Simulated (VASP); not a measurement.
Wanted: the native input for a VASP 6.6.1 run.

| Quantity | Value |
| --- | --- |
| Task | single point |
| Functional | r2SCAN |
| Potentials or basis | VASP PAW PBE potentials, release 64 (Zn, O_h) |
| Cutoff | 910 eV |
| k mesh | 12 × 12 × 6 |
| Occupations | gaussian, width 0.01 eV |
| Spin | no spin polarisation |
| Dipole correction | no |
| Further INCAR settings | ALGO = Normal; EDIFF = 1e-06; NBANDS = 26 |

ZnO:

```
CELL_PARAMETERS angstrom
2.97686 0.00000 0.00000
-1.48843 2.57804 0.00000
0.00000 0.00000 5.12563
ATOMIC_POSITIONS crystal
Zn 0.00000 0.00000 0.00000
Zn 0.00000 0.00000 0.50000
O 0.33333 0.66667 0.25000
O 0.66667 0.33333 0.75000
```

The input as run:

POSCAR

```
ZnO
1.0
    2.9768608459      0.0000000000      0.0000000000
   -1.4884304230      2.5780371161      0.0000000000
    0.0000000000      0.0000000000      5.1256343879
Zn O
2 2
Direct
    0.0000000000      0.0000000000      0.0000000000
    0.0000000000      0.0000000000      0.5000000000
    0.3333333333      0.6666666667      0.2500000000
    0.6666666667      0.3333333333      0.7500000000
```

INCAR.step1

```
  ALGO = Normal
  EDIFF = 1E-5
  ENCUT = 910
  GGA = PE
  GGA_COMPAT = False
  ISMEAR = 0
  LASPH = True
  LCHARG = False
  LREAL = False
  LWAVE = True
  NBANDS = 26
  NELM = 120
  PREC = Accurate
  SIGMA = 0.01
```

INCAR.step2

```
  ALGO = Normal
  EDIFF = 1E-6
  ENCUT = 910
  GGA_COMPAT = False
  ISIF = 2
  ISMEAR = 0
  ISTART = 1
  LASPH = True
  LCHARG = False
  LMIXTAU = True
  LREAL = False
  LWAVE = False
  METAGGA = R2SCAN
  NBANDS = 26
  NELM = 120
  PREC = Accurate
  SIGMA = 0.01
```

KPOINTS

```
k-points
0
Gamma
  12 12 6
```

Potentials or basis: VASP PAW PBE potentials, release 64 (Zn, O_h).

Command:

```bash
$ cat potpaw_PBE.64/Zn/POTCAR potpaw_PBE.64/O_h/POTCAR > POTCAR
$ cp INCAR.step1 INCAR
$ mpirun -np 1 vasp_std > vasp.out
$ cp INCAR.step2 INCAR
$ mpirun -np 1 vasp_std > vasp.out
```

It gave:

The pressure is 1.0 GPa and the band gap on the k mesh is 1.34 eV.

Caveat: the cutoff is under 1.25 times the usual one of these potentials, so pressure, stress and relaxed cells hold a basis-set (Pulay) error; the PAW data sets were made with another functional, which shifts forces and pressure a little.

It took 11 min on 1 thread of Intel(R) Xeon(R) Platinum 8259CL CPU @ 2.50GHz (Skylake/Cascade Lake), with other jobs on the host, peak memory 0.31 GiB.
